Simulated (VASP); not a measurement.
HfN:

```
Hf N
1.0
     0.00000    2.27390    2.27390
     2.27390    0.00000    2.27390
     2.27390    2.27390    0.00000
Hf N
1 1
Direct
  0.00000 0.00000 0.00000
  0.50000 0.50000 0.50000
```

* Program: VASP 6.6.1
* Task: relaxation of cell and atoms
* Functional: PBE
* Dispersion: D3(BJ)
* Potentials or basis: VASP PAW PBE potentials, release 64 (Hf_pv, N)
* Cutoff: 600 eV
* k mesh: 16 × 16 × 16
* Occupations: gaussian, width 0.1 eV
* Spin: no spin polarisation

At the start: pressure -7.8 GPa; volume 11.76 Å³/atom.

Q: How do energy, volume and symmetry change on relaxing?

A: Over 4 steps the energy falls by 8.6 meV/atom and the volume is 11.41 Å³/atom (-2.9 %); space group Fm-3m (No. 225, to 0.05 Å).

The path:
```csv
step,energy change (eV),largest force (eV/Å),pressure (GPa),volume (Å³)
1,0.0000,0.0000,-7.85,23.51
2,0.0466,0.0000,17.59,21.61
3,-0.0172,0.0000,-0.14,22.84
4,-0.0172,0.0000,0.04,22.83
```

Final structure:
```cif
data_structure
_symmetry_space_group_name_H-M 'P 1'
_symmetry_Int_Tables_number 1
_cell_length_a 3.1842
_cell_length_b 3.1842
_cell_length_c 3.1842
_cell_angle_alpha 60.000
_cell_angle_beta 60.000
_cell_angle_gamma 60.000
_cell_volume 22.83
loop_
_atom_site_label
_atom_site_type_symbol
_atom_site_fract_x
_atom_site_fract_y
_atom_site_fract_z
_atom_site_occupancy
Hf1 Hf 0.00000 0.00000 0.00000 1
N1 N 0.50000 0.50000 0.50000 1
```

Caveat: pairwise dispersion overbinds metals, which lowers pressure and volume.
